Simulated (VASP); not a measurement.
# HfN (Fmmm) in VASP: a series of runs, part 2 of 2

VASP 6.6.1. The steps go on from the part before.

## Step 3: Single point, PBE (strain +0.0025 x Voigt [1, -1, 0, 0, 0, 0])

INCAR

```
PREC = Accurate
ENCUT = 520
EDIFF = 1E-6
ISMEAR = 0
SIGMA = 0.1
LREAL = False
LASPH = True
NELM = 60
ALGO = Normal
ISIF = 2
LWAVE = False
LCHARG = False
GGA = PE
NBANDS = 14
```

KPOINTS

```
regular mesh
0
Gamma
  18 18 18
```

POSCAR

```
HfN
1.0
    0.0000000000      2.2533525000      2.2590000000
    2.2646475000      0.0000000000      2.2590000000
    2.2646475000      2.2533525000      0.0000000000
Hf N
1 1
Direct
    0.0000000000      0.0000000000      0.0000000000
    0.5000000000      0.5000000000      0.5000000000
```

Potentials or basis: VASP PAW PBE potentials, release 64 (Hf_pv, N).

On the command line:

```bash
> cat potpaw_PBE.64/Hf_pv/POTCAR potpaw_PBE.64/N/POTCAR > POTCAR
> mpirun -np 1 vasp_std > vasp.out
```

OUTCAR:

```text
PREC = Accurate
   ENCUT = 520
   EDIFF = 1E-6
   ISMEAR = 0
   LREAL = False
   LASPH = True
   NELM = 60
   ISIF = 2
   GGA = PE

 ion  position               nearest neighbor table
   1  0.000  0.000  0.000-   2 2.25   2 2.25   2 2.26   2 2.26   2 2.26   2 2.26
   2  0.500  0.500  0.500-   1 2.25   1 2.25   1 2.26   1 2.26   1 2.26   1 2.26

  LATTYP: Found a face centered orthorhombic cell.
 ALAT       =     4.5067050000
 B/A-ratio  =     1.0025062657
 C/A-ratio  =     1.0050125313

  Lattice vectors:

 A1 = (  -2.2646475000,   0.0000000000,  -2.2590000000)
 A2 = (  -2.2646475000,   2.2533525000,   0.0000000000)
 A3 = (   0.0000000000,   2.2533525000,  -2.2590000000)

Analysis of symmetry for initial positions (statically):
=====================================================================
 Subroutine PRICEL returns:
 Original cell was already a primitive cell.

 Routine SETGRP: Setting up the symmetry group for a
 face centered orthorhombic supercell.

 Subroutine GETGRP returns: Found  8 space group operations
 (whereof  8 operations were pure point group operations)
 out of a pool of  8 trial point group operations.

The static configuration has the point symmetry D_2h.

Analysis of symmetry for dynamics (positions and initial velocities):
=====================================================================
 Subroutine PRICEL returns:
 Original cell was already a primitive cell.

 Routine SETGRP: Setting up the symmetry group for a
 face centered orthorhombic supercell.

 Subroutine GETGRP returns: Found  8 space group operations
 (whereof  8 operations were pure point group operations)
 out of a pool of  8 trial point group operations.

The dynamic configuration has the point symmetry D_2h.

 Subroutine INISYM returns: Found  8 space group operations
 (whereof  8 operations are pure point group operations),
 and found     1 'primitive' translations

[... 120 lines left out ...]
   LHFCALC =     F    Hartree Fock is set to
   AEXX    =    0.0000 exact exchange contribution
   IVDW    =     0    specifies the selected vdW correction
   LEPSILON=     F    determine dielectric tensor
   LRPA    =     F    only Hartree local field effects (RPA)
 non-spin polarized calculation
 Gauss-broadening in eV      SIGMA  =   0.10
  energy-cutoff  :      520.00
  volume of cell :       23.06
 maximum number of plane-waves:       636
   NGX = 11   NGY = 11   NGZ = 11

 number of electron      15.0000000 magnetization

 Free energy of the ion-electron system (eV)
  ---------------------------------------------------
  ext. energy  EPLUGINS =         0.00000000
  ---------------------------------------------------
  free energy    TOTEN  =       -21.75512792 eV

  energy without entropy =      -21.75194718  energy(sigma->0) =      -21.75353755

 E-fermi :   8.3802     XC(G=0): -12.7325

 val. band max:        8.3781590170   @ k =  -0.2222   0.2222   0.1111
 cond. band min:       8.3953847991   @ k =  -0.1111   0.0000   0.0556
 fundamental gap:      0.0172257821
 Fermi energy:         8.3802380688

 k-point     1 :       0.0000    0.0000    0.0000
  band No.  band energies     occupation
      1     -22.7703      2.00000
      2     -22.7673      2.00000
      3     -22.7645      2.00000
      4      -9.1257      2.00000
      5       5.3442      2.00000
      6       5.3563      2.00000
      7       5.3687      2.00000
      8       8.0112      2.00000
      9       8.0391      2.00000
     10       8.0669      1.99999
     11      10.1487      0.00000
     12      10.3368      0.00000
     13      10.4050      0.00000
     14      17.9499      0.00000
[... 377 lines left out ...]
      1     -23.2438      2.00000
      2     -22.8411      2.00000
      3     -22.7962      2.00000
      4      -7.9356      2.00000
      5       2.0004      2.00000
      6       3.2658      2.00000
      7       3.6360      2.00000
      8       8.7970      0.00000
      9       9.3412      0.00000
     10      10.2030      0.00000
     11      12.3583      0.00000
     12      13.5944      0.00000
     13      14.1291      0.00000
     14      20.5977      0.00000

 [... further k-points ...]

------------------------ aborting loop because EDIFF is reached ----------------------------------------

  FORCE on cell =-STRESS in cart. coord.  units (eV):
  Direction    XX          YY          ZZ          XY          YZ          ZX
  --------------------------------------------------------------------------------------
  -------------------------------------------------------------------------------------
  Total        0.2628813      0.6112939      0.4355266      0.0000000     -0.0000000      0.0000000
  in kB       18.2681403     42.4800155     30.2656002      0.0000000     -0.0000000      0.0000000
  external PRESSURE =      30.3379187 kB  Pullay stress =       0.0000000 kB

 VOLUME and BASIS-vectors are now :
 -----------------------------------------------------------------------------
  energy-cutoff  :      520.00
  volume of cell :       23.06
      direct lattice vectors                 reciprocal lattice vectors
     0.000000000  2.253352500  2.259000000    -0.220784912  0.221891604  0.221336875
     2.264647500  0.000000000  2.259000000     0.220784912 -0.221891604  0.221336875
     2.264647500  2.253352500  0.000000000     0.220784912  0.221891604 -0.221336875

 POSITION                                       TOTAL-FORCE (eV/Angst)
 -----------------------------------------------------------------------------------
      0.00000      0.00000      0.00000         0.000000      0.000000      0.000000
      2.26465      2.25335      2.25900         0.000000     -0.000000     -0.000000
 -----------------------------------------------------------------------------------
    total drift:                                0.000000     -0.000000     -0.000000

  FREE ENERGIE OF THE ION-ELECTRON SYSTEM (eV)
  ---------------------------------------------------
  free  energy   TOTEN  =       -21.7551279248 eV

  energy  without entropy=      -21.7519471819  energy(sigma->0) =      -21.75353755
```

stdout:

```text
POSCAR found type information on POSCAR HfN
 POSCAR found :  2 types and       2 ions
 scaLAPACK will be used
 LDA part: xc-table for (Slater+PW92), standard interpolation
 POSCAR, INCAR and KPOINTS ok, starting setup
 FFT: planning ... GRIDC
 FFT: planning ... GRID_SOFT
 FFT: planning ... GRID
 WAVECAR not read
 entering main loop
```

Wall time 2.7 min (1 thread of Intel Xeon 8259CL, shared host); peak memory 0.39 GiB.

What came out:

```
Free energy            : -21.7551 eV
Pressure               : 3.0 GPa
Band gap on the k mesh : zero (an odd number of electrons rules out a gap without spin polarisation)
```

Stress tensor (GPa, compression positive):
```
1.83 0.00 0.00
0.00 4.25 0.00
0.00 0.00 3.03
```

Caveat: the cell differs from its parent crystal (strain +0.0025 x Voigt [1, -1, 0, 0, 0, 0]); the cell stands under pressure; spin-orbit coupling is left out, which moves the levels of the heavy elements.
